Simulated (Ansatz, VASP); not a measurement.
**Mo in VASP and in Ansatz**

The input INCAR:

```
SYSTEM = Mo
ALGO = Normal
EDIFF = 1E-6
ENCUT = 520
GGA = PE
ISIF = 2
ISMEAR = -1
LASPH = .TRUE.
LCHARG = .FALSE.
LREAL = .FALSE.
LWAVE = .FALSE.
NBANDS = 13
NELM = 80
PREC = Accurate
SIGMA = 0.03
```

The input KPOINTS:

```
k-points
0
G
  12 12 12
  0 0 0
```

Contents of POSCAR:

```
Mo
1.0
    2.6221295829      0.0000000000      0.0000000000
    0.0000000000      2.6221295829      0.0000000000
    0.0000000000      0.0000000000      2.6221295829
Mo
1
Direct
    0.0000000000      0.0000000000      0.0000000000
```

Input for Ansatz:

```yaml
crystal:
  lattice:
    - [2.6221295829, 0.0, 0.0]
    - [0.0, 2.6221295829, 0.0]
    - [0.0, 0.0, 2.6221295829]
  atoms:
    - { symbol: Mo, position: [0.0, 0.0, 0.0] }
kpoints:
  mp_grid: { grid: [12, 12, 12] }
scf:
  occupations: { method: fermi_dirac, width: 0.03 }
hamiltonian:
  xc: pbe
  pseudopotentials: { kind: all_electron, lapw: { basis_error: 0.0005 } }
output:
  forces: true
  stress: true
  eigenvalues: true
```

Change from the starting cell: volume scaled by 1.02.

Alike in both runs: task single point; functional PBE; k mesh 12 × 12 × 12; occupations fermi-dirac, width 0.03 eV; no spin polarisation.

```csv
,VASP,Ansatz
version,VASP 6.6.1,Ansatz 0.2.0
potentials or method,"VASP PAW PBE potentials, release 64 (Mo_sv), cutoff 520 eV","all-electron LAPW, scalar-relativistic"
```

```tsv
	VASP	Ansatz	Ansatz less VASP
pressure (GPa)	-3.3	-3.7	-0.42
```

Ansatz ran all-electron here, and VASP with PAW potentials.
